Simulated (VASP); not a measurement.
# InO5: single point with PBE

The system is InO5.

```
In O
1.0
     3.76638    0.00000    0.00000
    -1.88319    3.26178    0.00000
     0.00000    0.00000    6.43965
In O
1 5
Direct
  0.00000 0.00000 0.00000
  0.50000 0.00000 0.50000
  0.50000 0.50000 0.50000
  0.00000 0.50000 0.50000
  0.33333 0.66667 0.00000
  0.66667 0.33333 0.00000
```

The cell was generated, and may not be a known phase.

```yaml
Program: VASP 6.6.1
Task: single point
Functional: PBE
Potentials_or_basis: VASP PAW PBE potentials, release 64 (In_d, O)
Cutoff: 520 eV
k_mesh: 6 × 6 × 4
Occupations: gaussian, width 0.1 eV
Spin: collinear spin, ferromagnetic start
Starting_moments: "[0.0, 1.0, 1.0, 1.0, 1.0, 1.0] μB"
Dipole_correction: no
Further_INCAR_settings: ALGO = Normal; EDIFF = 1e-07; NBANDS = 34
```

```yaml
Pressure: 0.2 GPa
Net_moment: 0.66 μB per cell
Site_moments: In -0.00; O +0.19, +0.00 (each value once) μB
Valence_electrons_inside_the_program's_atomic_spheres: In 11.22; O 4.62, 4.89 (each value once)
```

Stress tensor (GPa, compression positive):
```
0.25 0.00 0.00
0.00 0.25 0.00
0.00 0.00 0.00
```

Levels at points of the mesh, in eV from the Fermi level:
Spin up:
| k point | band 20 | band 21 | band 22 | band 23 | band 24 | band 25 |
| --- | --- | --- | --- | --- | --- | --- |
| (0.00, 0.00, 0.00) | -0.64 | -0.64 | -0.24 | 1.16 | 2.49 | 3.62 |
| (0.50, 0.00, 0.00) | -1.23 | -1.17 | -1.03 | -0.74 | 0.65 | 3.38 |
| (0.00, 0.00, 0.50) | -0.63 | -0.63 | -0.23 | 1.50 | 2.49 | 3.62 |
| (0.50, 0.00, 0.50) | -1.26 | -1.24 | -1.03 | -0.73 | 0.65 | 3.38 |
Spin down:
| k point | band 19 | band 20 | band 21 | band 22 | band 23 | band 24 |
| --- | --- | --- | --- | --- | --- | --- |
| (0.00, 0.00, 0.00) | -1.75 | -0.24 | 0.14 | 0.14 | 1.16 | 2.67 |
| (0.50, 0.00, 0.00) | -1.27 | -1.07 | -0.96 | -0.87 | 0.03 | 0.65 |
| (0.00, 0.00, 0.50) | -1.76 | -0.23 | 0.15 | 0.15 | 1.54 | 2.67 |
| (0.50, 0.00, 0.50) | -1.30 | -1.25 | -1.06 | -0.87 | 0.05 | 0.65 |

It took 2.5 min on 1 thread of Intel Xeon 8259CL (shared host), peak memory 0.26 GiB.

Caveat: a moment this small can come from the mesh or the smearing; spin-orbit coupling is left out, which moves the levels of the heavy elements.
